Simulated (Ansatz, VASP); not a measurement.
## One calculation of Na, two programs

Contents of INCAR:

```
PREC     = Accurate       # precision mode
ENCUT    = 600            # plane-wave cutoff, eV
EDIFF    = 1E-6           # SCF threshold, eV
ISMEAR   = -1             # smearing method
SIGMA    = 0.1            # smearing width, eV
LREAL    = False          # projectors in reciprocal space
LASPH    = True           # aspherical terms in the spheres
NELM     = 100            # most SCF steps
ALGO     = Normal         # electronic algorithm
ISIF     = 3              # what is computed and relaxed
LWAVE    = False          # write WAVECAR
LCHARG   = False          # write CHGCAR
GGA      = PE             # functional
IBRION   = 2              # ionic algorithm
NSW      = 80             # ionic steps
EDIFFG   = -0.01          # ionic threshold
```

KPOINTS

```
regular mesh
0
Gamma
  9 9 9
```

Contents of POSCAR:

```
Na
1.0
    3.4405243290      0.0000000000      0.0000000000
    0.0000000000      3.4405243290      0.0000000000
    0.0000000000      0.0000000000      3.4405243290
Na
1
Direct
    0.0000000000      0.0000000000      0.0000000000
```

Input for Ansatz:

```yaml
crystal:
  lattice:
    - [3.440524329, 0.0, 0.0]
    - [0.0, 3.440524329, 0.0]
    - [0.0, 0.0, 3.440524329]
  atoms:
    - { symbol: Na, position: [0.0, 0.0, 0.0] }
hamiltonian:
  xc: pbe
  pseudopotentials:
    kind: paw
    azcp:
      Na: "pseudopotentials/Na.paw.azcp"
basis:
  ecutwfc: 420
  fft_grid_basis: typed
kpoints:
  mp_grid: { grid: [9, 9, 9], shift: [0, 0, 0] }
magnetization:
  spin_polarized: false
scf:
  occupations: { method: fermi_dirac, width: 0.1 }
relax:
  max_steps: 60
  f_tol: 0.01
  cell: {}
output:
  write_density: true
  write_potential: true
  elf: true
  volumetric_format: npy
```

Alike in both runs: task relaxation of cell and atoms; functional PBE; k mesh 9 × 9 × 9; occupations fermi-dirac, width 0.1 eV; no spin polarisation.

|  | VASP | Ansatz |
| --- | --- | --- |
| version | VASP 6.6.1 | Ansatz 0.2.0 |
| potentials or method | VASP PAW PBE potentials, release 64 (Na_pv), cutoff 600 eV | plane waves (420 eV) with PAW, scalar-relativistic |
| valence electrons in the cell | 7 | 9 |

```csv
,VASP,Ansatz,Ansatz less VASP
relaxed volume (Å³/atom),40.14,39.81,-0.329
relaxed cell length with the largest relative difference (Å),3.424,3.414,-0.0094
```

VASP's potentials hold 7 valence electrons a cell and Ansatz's 9, so a difference there can come from the potentials and not from the codes.
